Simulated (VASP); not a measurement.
Wanted: the native input for a VASP 6.6.1 run.

```yaml
Task: relaxation of cell and atoms
Functional: PBE
Potentials_or_basis: VASP PAW PBE potentials, release 64 (Ag, Cl)
Cutoff: 600 eV
k_mesh: 8 × 8 × 8
Occupations: gaussian, width 0.02 eV
Spin: no spin polarisation
Dipole_correction: no
Further_INCAR_settings: ALGO = Normal; EDIFF = 1e-07; IBRION = 2; EDIFFG = -0.01; NSW = 100; ISIF = 3
```

The structure of AgCl lies in POSCAR:

```
AgCl
1.0
    0.0000000000      2.8037119183      2.8037119183
    2.8037119183      0.0000000000      2.8037119183
    2.8037119183      2.8037119183      0.0000000000
Ag Cl
1 1
Direct
    0.0000000000      0.0000000000      0.0000000000
    0.5000000000      0.5000000000      0.5000000000
```

One way to write it, as run:

INCAR

```
PREC = Accurate
ENCUT = 600
EDIFF = 1E-7
ISMEAR = 0
SIGMA = 0.02
LREAL = F
LASPH = T
NELM = 100
ALGO = Normal
ISIF = 3
LWAVE = F
LCHARG = F
GGA = PE
IBRION = 2
NSW = 100
EDIFFG = -0.01
```

KPOINTS

```
regular mesh
0
Gamma
  8 8 8
```

Potentials or basis: VASP PAW PBE potentials, release 64 (Ag, Cl).

Launch:

```sh
$ cat potpaw_PBE.64/Ag/POTCAR potpaw_PBE.64/Cl/POTCAR > POTCAR
$ mpirun -np 1 vasp_std > vasp.out
```

It gave:

```
Pressure after relaxing : 0.0 GPa
Band gap on the k mesh  : 0.92 eV, indirect (least direct gap 3.08 eV)
```

Caveat: the relaxation stopped at its first step, so nothing moved.

Wall time 9.7 s on 1 thread of Intel(R) Xeon(R) 6975P-C (Granite Rapids) (shared host), peak memory 0.18 GiB.
